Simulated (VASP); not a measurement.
# Al3Si2B in VASP: a series of runs

The runs below take Al3Si2B through single point, relaxation of cell and atoms, with PBE.

Program: VASP 6.6.1. These are calculated values, not measurements. Logs are shortened: lines on timing, memory, paths and dates and some standing lists are left out, and cuts for length are marked.

## (1) The cell of the first run

The typed cell holds 6 atoms: a = 5.411 Å, b = 5.411 Å, c = 4.117 Å, α = 90.00°, β = 90.00°, γ = 120.00°.

The cell was generated, and may not be a known phase.

## (2) Single point, PBE

INCAR reads:

```
SYSTEM = Al3Si2B
  PREC = Accurate
  ENCUT = 520
  EDIFF = 1E-6
  ISMEAR = 0
  SIGMA = 0.1
  LREAL = .False.
  LASPH = .True.
  NELM = 60
  ALGO = Normal
  ISIF = 2
  LWAVE = .False.
  LCHARG = .False.
  GGA = PE
  NBANDS = 19
```

KPOINTS reads:

```
Automatic mesh
0
Gamma
  6 6 4
  0 0 0
```

POSCAR reads:

```
Al3Si2B
1.0
    5.4110875370      0.0000000000      0.0000000000
   -2.7055437685      4.6861392692      0.0000000000
    0.0000000000      0.0000000000      4.1174834821
Al Si B
3 2 1
Direct
    0.5000000000      0.0000000000      0.0000000000
    0.0000000000      0.5000000000      0.0000000000
    0.5000000000      0.5000000000      0.0000000000
    0.3333333333      0.6666666667      0.4998830648
    0.6666666667      0.3333333333      0.5001169352
    0.0000000000      0.0000000000      0.5000000000
```

Potentials or basis: VASP PAW PBE potentials, release 64 (Al, Si, B).

Launch:

```sh
$ cat potpaw_PBE.64/Al/POTCAR potpaw_PBE.64/Si/POTCAR potpaw_PBE.64/B/POTCAR > POTCAR
$ mpirun -np 1 vasp_std > vasp.out
```

OUTCAR:

```text
SYSTEM = Al3Si2B
   PREC = Accurate
   ENCUT = 520
   EDIFF = 1E-6
   ISMEAR = 0
   LREAL = .False.
   LASPH = .True.
   NELM = 60
   ISIF = 2
   GGA = PE

 ion  position               nearest neighbor table
   1  0.500  0.000  0.000-   4 2.58   5 2.58   5 2.58   4 2.58   3 2.71   2 2.71   3 2.71   2 2.71

   2  0.000  0.500  0.000-   4 2.58   5 2.58   5 2.58   4 2.58   3 2.71   3 2.71   1 2.71   1 2.71

   3  0.500  0.500  0.000-   4 2.58   5 2.58   5 2.58   4 2.58   2 2.71   2 2.71   1 2.71   1 2.71

   4  0.333  0.667  0.500-   2 2.58   1 2.58   3 2.58   2 2.58   1 2.58   3 2.58   5 3.12   5 3.12
                             5 3.12
   5  0.667  0.333  0.500-   2 2.58   1 2.58   3 2.58   2 2.58   1 2.58   3 2.58   4 3.12   4 3.12
                             4 3.12
   6  0.000  0.000  0.500-

  LATTYP: Found a hexagonal cell.
 ALAT       =     5.4110875370
 C/A-ratio  =     0.7609345541

  Lattice vectors:

 A1 = (   5.4110875370,   0.0000000000,   0.0000000000)
 A2 = (  -2.7055437685,   4.6861392692,   0.0000000000)
 A3 = (   0.0000000000,   0.0000000000,   4.1174834821)

Analysis of symmetry for initial positions (statically):
=====================================================================
 Subroutine PRICEL returns:
 Original cell was already a primitive cell.

 Routine SETGRP: Setting up the symmetry group for a
 hexagonal supercell.

 Subroutine GETGRP returns: Found 12 space group operations
 (whereof 12 operations were pure point group operations)
 out of a pool of 24 trial point group operations.

The static configuration has the point symmetry D_3d.

Analysis of symmetry for dynamics (positions and initial velocities):
=====================================================================
 Subroutine PRICEL returns:
 Original cell was already a primitive cell.

 Routine SETGRP: Setting up the symmetry group for a
 hexagonal supercell.

 Subroutine GETGRP returns: Found 12 space group operations
 (whereof 12 operations were pure point group operations)
 out of a pool of 24 trial point group operations.

The dynamic configuration has the point symmetry D_3d.

 Subroutine INISYM returns: Found 12 space group operations
 (whereof 12 operations are pure point group operations),
 and found     1 'primitive' translations

----------------------------------------------------------------------------------------

                                     Primitive cell

  volume of cell :     104.4075

  direct lattice vectors                    reciprocal lattice vectors
     5.411087537  0.000000000  0.000000000     0.184805733  0.106697640  0.000000000
    -2.705543769  4.686139269  0.000000000     0.000000000  0.213395280  0.000000000
     0.000000000  0.000000000  4.117483482     0.000000000  0.000000000  0.242866791

  length of vectors
     5.411087537  5.411087537  4.117483482     0.213395280  0.213395280  0.242866791

  position of ions in fractional coordinates (direct lattice)
     0.500000000  0.000000000  0.000000000
     0.000000000  0.500000000  0.000000000
     0.500000000  0.500000000  0.000000000
     0.333333333  0.666666667  0.499883065
     0.666666667  0.333333333  0.500116935
     0.000000000  0.000000000  0.500000000

  ion indices of the primitive-cell ions
   primitive index   ion index
                 1           1
                 2           2
                 3           3
                 4           4
                 5           5
                 6           6

----------------------------------------------------------------------------------------

 KPOINTS: Automatic mesh

Automatic generation of k-mesh.
 Grid dimensions read from file:
 generate k-points for:    6    6    4

 Generating k-lattice:

  Cartesian coordinates                     Fractional coordinates (reciprocal lattice)
     0.030800956  0.017782940  0.000000000     0.166666667  0.000000000  0.000000000
     0.000000000  0.035565880  0.000000000     0.000000000  0.166666667  0.000000000
     0.000000000  0.000000000  0.060716698     0.000000000  0.000000000  0.250000000

  Length of vectors
     0.035565880  0.035565880  0.060716698

  Shift w.r.t. Gamma in fractional coordinates (k-lattice)
     0.000000000  0.000000000  0.000000000

 Subroutine IBZKPT returns following result:
 ===========================================

 Found     24 irreducible k-points:

 Following reciprocal coordinates:
            Coordinates               Weight
  0.000000  0.000000  0.000000      1.000000
  0.166667  0.000000  0.000000      6.000000
  0.333333  0.000000  0.000000      6.000000
  0.500000  0.000000  0.000000      3.000000
  0.166667  0.166667  0.000000      6.000000
  0.333333  0.166667  0.000000     12.000000
[... 16 lines left out ...]
  0.333333  0.166667  0.500000     12.000000
  0.333333  0.333333  0.500000      2.000000
   k-points           NKPTS =     24   k-points in BZ     NKDIM =     24   number of bands    NBANDS=     19
   number of dos      NEDOS =    301   number of ions     NIONS =      6
   total plane-waves  NPLWV =  51200
   dimension x,y,z NGX =    40 NGY =   40 NGZ =   32
   dimension x,y,z NGXF=    80 NGYF=   80 NGZF=   64
   ions per type =               3   2   1
   NGX,Y,Z   is equivalent  to a cutoff of  12.29, 12.29, 12.92 a.u.
   NGXF,Y,Z  is equivalent  to a cutoff of  24.58, 24.58, 25.84 a.u.
 SYSTEM =  Al3Si2B
   PREC   = accura    normal or accurate (medium, high low for compatibility)
   ISTART =      0    job   : 0-new  1-cont  2-samecut
   ICHARG =      2    charge: 1-file 2-atom 10-const
   ISPIN  =      1    spin polarized calculation?
   LNONCOLLINEAR =      F non collinear calculations
   LSORBIT =      F    spin-orbit coupling
   LASPH  =      T    aspherical Exc in radial PAW
   ENCUT  =  520.0 eV  38.22 Ry    6.18 a.u.  10.06 10.06  7.66*2*pi/ulx,y,z
   NELM   =     60;   NELMIN=  2; NELMDL= -5     # of ELM steps
   EDIFF  = 0.1E-05   stopping-criterion for ELM
   LREAL  =      F    real-space projection
   EDIFFG = 0.1E-04   stopping-criterion for IOM
   NSW    =      0    number of steps for IOM
   IBRION =     -1    ionic relax: 0-MD 1-quasi-New 2-CG
   NFREE  =      0    steps in history (QN), initial steepest desc. (CG)
   ISIF   =      2    stress and relaxation
   ISYM   =      2    0-nonsym 1-usesym 2-fastsym
   POTIM  = 0.5000    time-step for ionic-motion
   TEBEG  =    0.0;   TEEND  =   0.0 temperature during run
   PSTRESS=    0.0 pullay stress
   NELECT =      20.0000    total number of electrons
   NUPDOWN=      -1.0000    fix difference up-down
   EMIN   =  10.00;   EMAX   =-10.00  energy-range for DOS
   EFERMI =   0.00;   METHOD = LEGACY
   ISMEAR =     0;   SIGMA  =   0.10  broadening in eV -4-tet -1-fermi 0-gaus
   EFERMI_NEDOS =   21; number of points for ismear=-14 and -15
   IALGO  =     38    algorithm
   IMIX   =      4    mixing-type and parameters
     AMIX     =   0.40;   BMIX     =  1.00
     AMIX_MAG =   1.60;   BMIX_MAG =  1.00
  volume/ion in A,a.u.               =      17.40       117.43
  Fermi-wavevector in a.u.,A,eV,Ry     =   0.943715  1.783363 12.117327  0.890598
  Thomas-Fermi vector in A             =   2.071450
   LORBIT       =      0    0 simple, 1 ext, 2 COOP (PROOUT), +10 PAW based schemes
   GGA     = PE    functional components
   LHFCALC =     F    Hartree Fock is set to
   AEXX    =    0.0000 exact exchange contribution
   IVDW    =     0    specifies the selected vdW correction
   LEPSILON=     F    determine dielectric tensor
   LRPA    =     F    only Hartree local field effects (RPA)
 non-spin polarized calculation
 Gauss-broadening in eV      SIGMA  =   0.10
  energy-cutoff  :      520.00
  volume of cell :      104.41
 maximum number of plane-waves:      2826
   NGX = 21   NGY = 21   NGZ = 15

 number of electron      19.9999999 magnetization

 Free energy of the ion-electron system (eV)
  ---------------------------------------------------
  ext. energy  EPLUGINS =         0.00000000
  ---------------------------------------------------
  free energy    TOTEN  =       -23.01078057 eV

  energy without entropy =      -23.00092629  energy(sigma->0) =      -23.00585343

 E-fermi :   6.4557     XC(G=0):  -9.8392

 val. band max:        6.4309472768   @ k =   0.3333   0.0000   0.5000
 cond. band min:       6.5156832204   @ k =   0.3333   0.0000   0.0000
 fundamental gap:      0.0847359435
 Fermi energy:         6.4556726040

 k-point     1 :       0.0000    0.0000    0.0000
  band No.  band energies     occupation
      1      -5.5173      2.00000
      2      -1.4124      2.00000
      3       1.3739      2.00000
      4       1.3739      2.00000
      5       1.5076      2.00000
      6       2.2589      2.00000
[... 11 lines left out ...]
     18      10.4275      0.00000
     19      11.1514      0.00000

 k-point     2 :       0.1667    0.0000    0.0000
  band No.  band energies     occupation
      1      -5.3651      2.00000
      2      -1.9539      2.00000
      3       0.7770      2.00000
      4       1.0288      2.00000
      5       2.0242      2.00000
      6       2.3921      2.00000
[... 11 lines left out ...]
     18      10.1935      0.00000
     19      11.6974      0.00000

 k-point     3 :       0.3333    0.0000    0.0000
  band No.  band energies     occupation
      1      -4.9354      2.00000
      2      -2.9388      2.00000
      3       0.1217      2.00000
      4       0.6152      2.00000
      5       2.7647      2.00000
      6       3.3153      2.00000
[... 11 lines left out ...]
     18      10.5880      0.00000
     19      12.2975      0.00000

 k-point     4 :       0.5000    0.0000    0.0000
  band No.  band energies     occupation
      1      -4.5169      2.00000
      2      -3.5794      2.00000
      3      -0.0971      2.00000
      4       0.4634      2.00000
      5       3.1183      2.00000
      6       3.9400      2.00000
[... 11 lines left out ...]
     18      11.1645      0.00000
     19      11.4571      0.00000

 k-point     5 :       0.1667    0.1667    0.0000
  band No.  band energies     occupation
      1      -5.0707      2.00000
      2      -2.6485      2.00000
      3      -0.2315      2.00000
      4       1.9031      2.00000
      5       2.0073      2.00000
      6       2.6481      2.00000
[... 11 lines left out ...]
     18      10.4216      0.00000
     19      11.6332      0.00000
[... 334 lines left out ...]
      2      -1.9609      2.00000
      3      -1.9099      2.00000
      4      -1.0135      2.00000
      5       0.9623      2.00000
      6       1.9961      2.00000
[... 11 lines left out ...]
     18      11.6072      0.00000
     19      12.3268      0.00000

 k-point    22 :       0.1667    0.1667    0.5000
  band No.  band energies     occupation
      1      -3.3464      2.00000
      2      -2.4834      2.00000
      3      -0.9313      2.00000
      4      -0.1734      2.00000
      5       0.9230      2.00000
      6       2.8483      2.00000
[... 11 lines left out ...]
     18      12.4957      0.00000
     19      13.9651      0.00000

 k-point    23 :       0.3333    0.1667    0.5000
  band No.  band energies     occupation
      1      -2.8238      2.00000
      2      -1.9909      2.00000
      3      -1.7568      2.00000
      4      -0.9316      2.00000
      5       0.3834      2.00000
      6       2.2743      2.00000
[... 11 lines left out ...]
     18      12.0509      0.00000
     19      12.6670      0.00000

 k-point    24 :       0.3333    0.3333    0.5000
  band No.  band energies     occupation
      1      -2.2896      2.00000
      2      -2.2896      2.00000
      3      -1.4788      2.00000
      4      -1.4788      2.00000
      5      -0.0402      2.00000
      6       1.8683      2.00000
[... 11 lines left out ...]
     18      12.2940      0.00000
     19      12.7030      0.00000

------------------------ aborting loop because EDIFF is reached ----------------------------------------

  FORCE on cell =-STRESS in cart. coord.  units (eV):
  Direction    XX          YY          ZZ          XY          YZ          ZX
  --------------------------------------------------------------------------------------
  -------------------------------------------------------------------------------------
  Total        0.0540387      0.0540387     -0.0295188      0.0000000      0.0000000      0.0000000
  in kB        0.8292468      0.8292468     -0.4529789      0.0000000      0.0000000      0.0000000
  external PRESSURE =       0.4018383 kB  Pullay stress =       0.0000000 kB

 VOLUME and BASIS-vectors are now :
 -----------------------------------------------------------------------------
  energy-cutoff  :      520.00
  volume of cell :      104.41
      direct lattice vectors                 reciprocal lattice vectors
     5.411087537  0.000000000  0.000000000     0.184805733  0.106697640  0.000000000
    -2.705543769  4.686139269  0.000000000     0.000000000  0.213395280  0.000000000
     0.000000000  0.000000000  4.117483482     0.000000000  0.000000000  0.242866791

 POSITION                                       TOTAL-FORCE (eV/Angst)
 -----------------------------------------------------------------------------------
      2.70554      0.00000      0.00000         0.000000      0.000000      0.000000
     -1.35277      2.34307      0.00000         0.000000      0.000000      0.000000
      1.35277      2.34307      0.00000         0.000000      0.000000      0.000000
     -0.00000      3.12409      2.05826         0.000000      0.000000      0.004755
      2.70554      1.56205      2.05922        -0.000000     -0.000000     -0.004755
      0.00000      0.00000      2.05874         0.000000      0.000000      0.000000
 -----------------------------------------------------------------------------------
    total drift:                                0.000000     -0.000000      0.000000

  FREE ENERGIE OF THE ION-ELECTRON SYSTEM (eV)
  ---------------------------------------------------
  free  energy   TOTEN  =       -23.0107805656 eV

  energy  without entropy=      -23.0009262918  energy(sigma->0) =      -23.00585343
```

It took 61 s on 1 thread of Intel Xeon 8259CL, shared host; peak memory 0.23 GiB.

Results:

```yaml
Free_energy: -23.0108 eV
Pressure: 0.0 GPa
Largest_force: 0.005 eV/Å
Band_gap_on_the_k_mesh: zero (bands 10 and 11 overlap by 3.34 eV)
```

Forces on the atoms (eV/Å):
```
Al   0.000  0.000  0.000
Al   0.000  0.000  0.000
Al   0.000  0.000  0.000
Si   0.000  0.000  0.005
Si   0.000  0.000 -0.005
B    0.000  0.000  0.000
```

Levels at points of the mesh, in eV from the Fermi level:
| k point | band 7 | band 8 | band 9 | band 10 | band 11 | band 12 | band 13 | band 14 |
| --- | --- | --- | --- | --- | --- | --- | --- | --- |
| (0.00, 0.00, 0.00) | -3.47 | -3.47 | -2.67 | -0.85 | 1.43 | 1.69 | 2.56 | 2.56 |
| (0.50, 0.00, 0.00) | -1.86 | -1.83 | -0.87 | -0.87 | 0.08 | 0.51 | 0.78 | 1.79 |
| (0.00, 0.00, 0.50) | -3.61 | -2.18 | -2.18 | -1.94 | -1.94 | -0.93 | -0.93 | -0.60 |
| (0.50, 0.00, 0.50) | -3.35 | -3.21 | -0.46 | 0.35 | 1.28 | 1.65 | 1.86 | 1.91 |

Caveat: the k points lie up to 0.38 Å⁻¹ apart, too coarse for converged energies and pressures of a metal.

(Part 1 of 2 ends here.)

The gap in the log of VASP goes by the Fermi energy; the results here count the filled bands.